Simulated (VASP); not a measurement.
# LiCl (Fm-3m) in VASP: a series of runs

Runs on LiCl. Level: PBE. Tasks: single point.

Program: VASP 6.6.1. These are calculated values, not measurements. Logs are shortened: lines on timing, memory, paths and dates and some standing lists are left out, and cuts for length are marked.

## Step 1: The cell of the first run

Symmetry: Fm-3m, No. 225, cubic system. Conventional cell: a = 5.099 Å, b = 5.099 Å, c = 5.099 Å, α = 90.00°, β = 90.00°, γ = 90.00°. Li (site symmetry m-3m) has 6 Cl at 2.55 Å within 3.4 Å. Cl (site symmetry m-3m) has 6 Li at 2.55 Å within 3.4 Å.

## Step 2: Single point, PBE (volume scaled by 0.97)

INCAR reads:

```
SYSTEM = LiCl
PREC = Accurate
ENCUT = 520
EDIFF = 1E-6
ISMEAR = 0
SIGMA = 0.02
LREAL = .False.
LASPH = .True.
NELM = 80
ALGO = Normal
ISIF = 2
LWAVE = .False.
LCHARG = .True.
GGA = PE
LELF = .True.
LVHAR = .True.
NBANDS = 12
```

KPOINTS reads:

```
regular mesh
0
Gamma
  8 8 8
  0 0 0
```

POSCAR reads:

```
LiCl
1.0
    0.0000000000      2.5496808063      2.5496808063
    2.5496808063      0.0000000000      2.5496808063
    2.5496808063      2.5496808063      0.0000000000
Li Cl
1 1
Direct
    0.0000000000      0.0000000000      0.0000000000
    0.5000000000      0.5000000000      0.5000000000
```

Potentials or basis: VASP PAW PBE potentials, release 64 (Li_sv, Cl).

Launch:

```
$ cat potpaw_PBE.64/Li_sv/POTCAR potpaw_PBE.64/Cl/POTCAR > POTCAR
$ mpirun -np 1 vasp_std > vasp.out
```

OUTCAR:

```text
SYSTEM = LiCl
   PREC = Accurate
   ENCUT = 520
   EDIFF = 1E-6
   ISMEAR = 0
   LREAL = .False.
   LASPH = .True.
   NELM = 80
   ISIF = 2
   GGA = PE

 ion  position               nearest neighbor table
   1  0.000  0.000  0.000-   2 2.55   2 2.55   2 2.55   2 2.55   2 2.55   2 2.55
   2  0.500  0.500  0.500-   1 2.55   1 2.55   1 2.55   1 2.55   1 2.55   1 2.55

  LATTYP: Found a face centered cubic cell.
 ALAT       =     5.0993616126

  Lattice vectors:

 A1 = (   0.0000000000,   2.5496808063,   2.5496808063)
 A2 = (   2.5496808063,   0.0000000000,   2.5496808063)
 A3 = (   2.5496808063,   2.5496808063,   0.0000000000)

Analysis of symmetry for initial positions (statically):
=====================================================================
 Subroutine PRICEL returns:
 Original cell was already a primitive cell.

 Routine SETGRP: Setting up the symmetry group for a
 face centered cubic supercell.

 Subroutine GETGRP returns: Found 48 space group operations
 (whereof 48 operations were pure point group operations)
 out of a pool of 48 trial point group operations.

The static configuration has the point symmetry O_h .

Analysis of symmetry for dynamics (positions and initial velocities):
=====================================================================
 Subroutine PRICEL returns:
 Original cell was already a primitive cell.

 Routine SETGRP: Setting up the symmetry group for a
 face centered cubic supercell.

 Subroutine GETGRP returns: Found 48 space group operations
 (whereof 48 operations were pure point group operations)
 out of a pool of 48 trial point group operations.

The dynamic configuration has the point symmetry O_h .

 Subroutine INISYM returns: Found 48 space group operations
 (whereof 48 operations are pure point group operations),
 and found     1 'primitive' translations

----------------------------------------------------------------------------------------

                                     Primitive cell

  volume of cell :      33.1503

  direct lattice vectors                    reciprocal lattice vectors
     0.000000000  2.549680806  2.549680806    -0.196102978  0.196102978  0.196102978
     2.549680806  0.000000000  2.549680806     0.196102978 -0.196102978  0.196102978
     2.549680806  2.549680806  0.000000000     0.196102978  0.196102978 -0.196102978

  length of vectors
     3.605793176  3.605793176  3.605793176     0.339660322  0.339660322  0.339660322

  position of ions in fractional coordinates (direct lattice)
     0.000000000  0.000000000  0.000000000
     0.500000000  0.500000000  0.500000000

  ion indices of the primitive-cell ions
   primitive index   ion index
                 1           1
                 2           2

----------------------------------------------------------------------------------------

 KPOINTS: regular mesh

Automatic generation of k-mesh.
 Grid dimensions read from file:
 generate k-points for:    8    8    8

 Generating k-lattice:

  Cartesian coordinates                     Fractional coordinates (reciprocal lattice)
    -0.024512872  0.024512872  0.024512872     0.125000000  0.000000000  0.000000000
     0.024512872 -0.024512872  0.024512872     0.000000000  0.125000000  0.000000000
     0.024512872  0.024512872 -0.024512872     0.000000000  0.000000000  0.125000000

  Length of vectors
     0.042457540  0.042457540  0.042457540

  Shift w.r.t. Gamma in fractional coordinates (k-lattice)
     0.000000000  0.000000000  0.000000000

 Subroutine IBZKPT returns following result:
 ===========================================

 Found     29 irreducible k-points:

 Following reciprocal coordinates:
            Coordinates               Weight
  0.000000  0.000000  0.000000      1.000000
  0.125000  0.000000  0.000000      8.000000
  0.250000  0.000000  0.000000      8.000000
  0.375000  0.000000  0.000000      8.000000
  0.500000  0.000000  0.000000      4.000000
  0.125000  0.125000  0.000000      6.000000
[... 16 lines left out ...]
  0.500000  0.250000  0.125000     48.000000
 -0.375000  0.250000  0.125000     24.000000
 [... further k-points ...]
   k-points           NKPTS =     29   k-points in BZ     NKDIM =     29   number of bands    NBANDS=     12
   number of dos      NEDOS =    301   number of ions     NIONS =      2
   total plane-waves  NPLWV =  21952
   dimension x,y,z NGX =    28 NGY =   28 NGZ =   28
   dimension x,y,z NGXF=    56 NGYF=   56 NGZF=   56
   ions per type =               1   1
   NGX,Y,Z   is equivalent  to a cutoff of  12.91, 12.91, 12.91 a.u.
   NGXF,Y,Z  is equivalent  to a cutoff of  25.82, 25.82, 25.82 a.u.
 SYSTEM =  LiCl
   PREC   = accura    normal or accurate (medium, high low for compatibility)
   ISTART =      0    job   : 0-new  1-cont  2-samecut
   ICHARG =      2    charge: 1-file 2-atom 10-const
   ISPIN  =      1    spin polarized calculation?
   LNONCOLLINEAR =      F non collinear calculations
   LSORBIT =      F    spin-orbit coupling
   LASPH  =      T    aspherical Exc in radial PAW
   ENCUT  =  520.0 eV  38.22 Ry    6.18 a.u.   6.70  6.70  6.70*2*pi/ulx,y,z
   NELM   =     80;   NELMIN=  2; NELMDL= -5     # of ELM steps
   EDIFF  = 0.1E-05   stopping-criterion for ELM
   LREAL  =      F    real-space projection
[... 7 lines left out ...]
   TEBEG  =    0.0;   TEEND  =   0.0 temperature during run
   PSTRESS=    0.0 pullay stress
   NELECT =      10.0000    total number of electrons
   NUPDOWN=      -1.0000    fix difference up-down
   EMIN   =  10.00;   EMAX   =-10.00  energy-range for DOS
   EFERMI =   0.00;   METHOD = LEGACY
   ISMEAR =     0;   SIGMA  =   0.02  broadening in eV -4-tet -1-fermi 0-gaus
   EFERMI_NEDOS =   21; number of points for ismear=-14 and -15
   IALGO  =     38    algorithm
   IMIX   =      4    mixing-type and parameters
     AMIX     =   0.40;   BMIX     =  1.00
     AMIX_MAG =   1.60;   BMIX_MAG =  1.00
  volume/ion in A,a.u.               =      16.58       111.85
  Fermi-wavevector in a.u.,A,eV,Ry     =   1.097941  2.074808 16.401477  1.205475
  Thomas-Fermi vector in A             =   2.234310
   LORBIT       =      0    0 simple, 1 ext, 2 COOP (PROOUT), +10 PAW based schemes
   GGA     = PE    functional components
   LHFCALC =     F    Hartree Fock is set to
   AEXX    =    0.0000 exact exchange contribution
   IVDW    =     0    specifies the selected vdW correction
   LEPSILON=     F    determine dielectric tensor
   LRPA    =     F    only Hartree local field effects (RPA)
 non-spin polarized calculation
 Gauss-broadening in eV      SIGMA  =   0.02
  energy-cutoff  :      520.00
  volume of cell :       33.15
 maximum number of plane-waves:       911
   NGX = 13   NGY = 13   NGZ = 13

 number of electron      10.0000001 magnetization

 Free energy of the ion-electron system (eV)
  ---------------------------------------------------
  ext. energy  EPLUGINS =         0.00000000
  ---------------------------------------------------
  free energy    TOTEN  =        -7.38323992 eV

  energy without entropy =       -7.38323992  energy(sigma->0) =       -7.38323992

 E-fermi :   0.7972     XC(G=0):  -8.8075

 val. band max:        0.7136288817   @ k =   0.0000   0.0000   0.0000
 cond. band min:       7.1573368055   @ k =   0.0000   0.0000   0.0000
 fundamental gap:      6.4437079239
 Fermi energy:         0.7971933278

 k-point     1 :       0.0000    0.0000    0.0000
  band No.  band energies     occupation
      1     -42.7785      2.00000
      2     -12.7460      2.00000
      3       0.7136      2.00000
      4       0.7136      2.00000
      5       0.7136      2.00000
      6       7.1573      0.00000
      7      12.6667      0.00000
      8      12.6667      0.00000
      9      12.6667      0.00000
     10      15.3496      0.00000
     11      15.3497      0.00000
     12      15.3796      0.00000

 k-point     2 :       0.1250    0.0000    0.0000
  band No.  band energies     occupation
      1     -42.7781      2.00000
      2     -12.6676      2.00000
      3       0.1754      2.00000
      4       0.6712      2.00000
      5       0.6712      2.00000
      6       7.6175      0.00000
      7      11.8920      0.00000
      8      12.5784      0.00000
      9      12.5784      0.00000
     10      13.8583      0.00000
     11      13.8583      0.00000
     12      15.8121      0.00000

 k-point     3 :       0.2500    0.0000    0.0000
  band No.  band energies     occupation
      1     -42.7770      2.00000
      2     -12.4675      2.00000
      3      -0.9036      2.00000
      4       0.5746      2.00000
      5       0.5746      2.00000
      6       8.0061      0.00000
      7      11.4306      0.00000
      8      11.4307      0.00000
      9      11.7774      0.00000
     10      14.7108      0.00000
     11      14.7108      0.00000
     12      16.3888      0.00000
[... 286 lines left out ...]
 k-point    23 :       0.5000    0.2500    0.1250
  band No.  band energies     occupation
      1     -42.7754      2.00000
      2     -12.1151      2.00000
      3      -1.6571      2.00000
      4      -0.5311      2.00000
      5       0.2087      2.00000
      6       9.1558      0.00000
      7      10.1211      0.00000
      8      11.1236      0.00000
      9      12.1903      0.00000
     10      15.2175      0.00000
     11      18.3100      0.00000
     12      18.7223      0.00000

 k-point    24 :      -0.3750    0.2500    0.1250
  band No.  band energies     occupation
      1     -42.7750      2.00000
      2     -12.0327      2.00000
      3      -1.8958      2.00000
      4      -0.6291      2.00000
      5       0.1179      2.00000
      6       8.9659      0.00000
      7      10.0686      0.00000
      8      11.3036      0.00000
      9      12.5889      0.00000
     10      16.3328      0.00000
     11      16.9628      0.00000
     12      19.0100      0.00000

 [... further k-points ...]
[... 5 lines left out ...]
  --------------------------------------------------------------------------------------
  -------------------------------------------------------------------------------------
  Total        0.1888083      0.1888083      0.1888083      0.0000000     -0.0000000     -0.0000000
  in kB        9.1252374      9.1252374      9.1252374      0.0000000     -0.0000000     -0.0000000
  external PRESSURE =       9.1252374 kB  Pullay stress =       0.0000000 kB

 VOLUME and BASIS-vectors are now :
 -----------------------------------------------------------------------------
  energy-cutoff  :      520.00
  volume of cell :       33.15
      direct lattice vectors                 reciprocal lattice vectors
     0.000000000  2.549680806  2.549680806    -0.196102978  0.196102978  0.196102978
     2.549680806  0.000000000  2.549680806     0.196102978 -0.196102978  0.196102978
     2.549680806  2.549680806  0.000000000     0.196102978  0.196102978 -0.196102978

 POSITION                                       TOTAL-FORCE (eV/Angst)
 -----------------------------------------------------------------------------------
      0.00000      0.00000      0.00000        -0.000000      0.000000     -0.000000
      2.54968      2.54968      2.54968         0.000000     -0.000000      0.000000
 -----------------------------------------------------------------------------------
    total drift:                                0.000000      0.000000      0.000000

  FREE ENERGIE OF THE ION-ELECTRON SYSTEM (eV)
  ---------------------------------------------------
  free  energy   TOTEN  =        -7.3832399157 eV

  energy  without entropy=       -7.3832399157  energy(sigma->0) =       -7.38323992
```

It took 5.3 s on 1 thread of Intel Xeon 6975P-C (Granite Rapids), shared host; peak memory 0.15 GiB.

Results:

| Quantity | Value |
| --- | --- |
| Free energy | -7.3832 eV |
| Band gap on the k mesh | 6.44 eV, direct |

Caveat: the cell differs from its parent crystal (volume scaled by 0.97); the cutoff is under 1.25 times the usual one of these potentials, so pressure, stress and relaxed cells hold a basis-set (Pulay) error. A k mesh can miss the band edges.

## Step 3: Single point, PBE (volume scaled by 0.94)

INCAR reads:

```
SYSTEM = LiCl
PREC = Accurate
ENCUT = 520
EDIFF = 1E-6
ISMEAR = 0
SIGMA = 0.02
LREAL = .FALSE.
LASPH = .TRUE.
NELM = 60
ALGO = Normal
ISIF = 2
LWAVE = .FALSE.
LCHARG = .FALSE.
GGA = PE
NBANDS = 12
```

KPOINTS reads:

```
regular mesh
0
G
  8 8 8
  0 0 0
```

POSCAR reads:

```
LiCl
1.0
    0.0000000000      2.5231196997      2.5231196997
    2.5231196997      0.0000000000      2.5231196997
    2.5231196997      2.5231196997      0.0000000000
Li Cl
1 1
Direct
    0.0000000000      0.0000000000      0.0000000000
    0.5000000000      0.5000000000      0.5000000000
```

Potentials or basis: VASP PAW PBE potentials, release 64 (Li_sv, Cl).

Launch:

```
$ cat potpaw_PBE.64/Li_sv/POTCAR potpaw_PBE.64/Cl/POTCAR > POTCAR
$ mpirun -np 1 vasp_std > vasp.out
```

It took 4.9 s on 1 thread of Intel Xeon 6975P-C (Granite Rapids), shared host; peak memory 0.15 GiB.

The run converged. Its results:

```yaml
Free_energy: -7.3731 eV
Band_gap_on_the_k_mesh: 6.63 eV, direct
```

Levels at points of the mesh, in eV from the valence-band top:
```csv
k point,band 1,band 2,band 3,band 4,band 5,band 6,band 7,band 8,band 9,band 10
"(0.00, 0.00, 0.00)",-43.44,-13.58,0.00,0.00,0.00,6.63,11.98,11.98,11.98,14.76
"(0.50, 0.00, 0.00)",-43.44,-12.94,-3.02,-0.28,-0.28,6.81,9.52,9.52,13.50,17.25
"(0.50, 0.50, 0.00)",-43.44,-12.66,-3.12,-1.19,-1.19,8.00,8.21,12.87,14.50,14.50
```

Caveat: the cell differs from its parent crystal (volume scaled by 0.94); the cutoff is under 1.25 times the usual one of these potentials, so pressure, stress and relaxed cells hold a basis-set (Pulay) error. A k mesh can miss the band edges.

## Step 4: Single point, PBE

This run uses another cell than the first one, of 17.09 Å³/atom, 1.031 times its volume.

INCAR is that of step 3.

KPOINTS is that of step 3.

POSCAR reads:

```
LiCl
1.0
    0.0000000000      2.5756997545      2.5756997545
    2.5756997545      0.0000000000      2.5756997545
    2.5756997545      2.5756997545      0.0000000000
Li Cl
1 1
Direct
    0.0000000000      0.0000000000      0.0000000000
    0.5000000000      0.5000000000      0.5000000000
```

Launch:

```
$ cat potpaw_PBE.64/Li_sv/POTCAR potpaw_PBE.64/Cl/POTCAR > POTCAR
$ mpirun -np 1 vasp_std > vasp.out
```

Run time: 4.9 s. Hardware: 1 thread of Intel Xeon 6975P-C (Granite Rapids), shared host; peak memory 0.14 GiB.

It converged, with:

| Quantity | Value |
| --- | --- |
| Free energy | -7.3862 eV |
| Band gap on the k mesh | 6.27 eV, direct |

Levels at points of the mesh, in eV from the valence-band top:
```tsv
k point	band 2	band 3	band 4	band 5	band 6	band 7	band 8	band 9
(0.00, 0.00, 0.00)	-13.35	0.00	0.00	0.00	6.27	11.93	11.93	11.93
(0.50, 0.00, 0.00)	-12.80	-2.76	-0.25	-0.25	6.75	9.49	9.49	12.85
(0.50, 0.50, 0.00)	-12.56	-2.83	-1.08	-1.08	7.86	8.31	12.33	14.02
```

Caveat: the cutoff is under 1.25 times the usual one of these potentials, so pressure, stress and relaxed cells hold a basis-set (Pulay) error. A k mesh can miss the band edges.

## Step 5: Single point, PBE

This run uses another cell than the first one, of 17.09 Å³/atom, 1.031 times its volume.

INCAR reads:

```
PREC = Accurate ; ENCUT = 520
EDIFF = 1E-6 ; ISMEAR = 0
SIGMA = 0.02 ; LREAL = F
LASPH = T ; NELM = 80
ALGO = Normal ; ISIF = 2
LWAVE = F ; LCHARG = T
GGA = PE ; LELF = T
LVHAR = T ; NBANDS = 12
```

KPOINTS reads:

```
Automatic mesh
0
Gamma
  8 8 8
```

POSCAR is that of step 4.

Launch:

```
$ cat potpaw_PBE.64/Li_sv/POTCAR potpaw_PBE.64/Cl/POTCAR > POTCAR
$ mpirun -np 1 vasp_std > vasp.out
```

Run time: 5.3 s. Hardware: 1 thread of Intel Xeon 6975P-C (Granite Rapids), shared host; peak memory 0.15 GiB.

It converged, with:

```
Free energy            : -7.3862 eV
Band gap on the k mesh : 6.27 eV, direct
```

Levels at points of the mesh, in eV from the valence-band top:
| k point | band 1 | band 2 | band 3 | band 4 | band 5 | band 6 | band 7 | band 8 | band 9 | band 10 |
| --- | --- | --- | --- | --- | --- | --- | --- | --- | --- | --- |
| (0.00, 0.00, 0.00) | -43.55 | -13.35 | 0.00 | 0.00 | 0.00 | 6.27 | 11.93 | 11.93 | 11.93 | 14.45 |
| (0.50, 0.00, 0.00) | -43.54 | -12.80 | -2.76 | -0.25 | -0.25 | 6.75 | 9.49 | 9.49 | 12.85 | 16.82 |
| (0.50, 0.50, 0.00) | -43.54 | -12.56 | -2.83 | -1.08 | -1.08 | 7.86 | 8.31 | 12.33 | 14.02 | 14.02 |

Caveat: the cutoff is under 1.25 times the usual one of these potentials, so pressure, stress and relaxed cells hold a basis-set (Pulay) error.

## Step 6: The runs side by side

| cell | gap on the mesh (eV) |
| --- | --- |
| a = 3.606 Å, angles 60.0°, 2 atoms | 6.44 |
| a = 3.568 Å, angles 60.0°, 2 atoms | 6.63 |
| a = 3.643 Å, angles 60.0°, 2 atoms | 6.27 |

Alike in all rows: task single point; level PBE; potentials or basis VASP PAW PBE potentials, release 64 (Li_sv, Cl); no spin polarisation; k mesh 8 × 8 × 8; cutoff (eV) 520; smearing gaussian 0.02 eV.

Caveats: the cutoff is under 1.25 times the usual one of these potentials, so pressure, stress and relaxed cells hold a basis-set (Pulay) error.

Absolute energies hang on the potentials; compare differences alone.
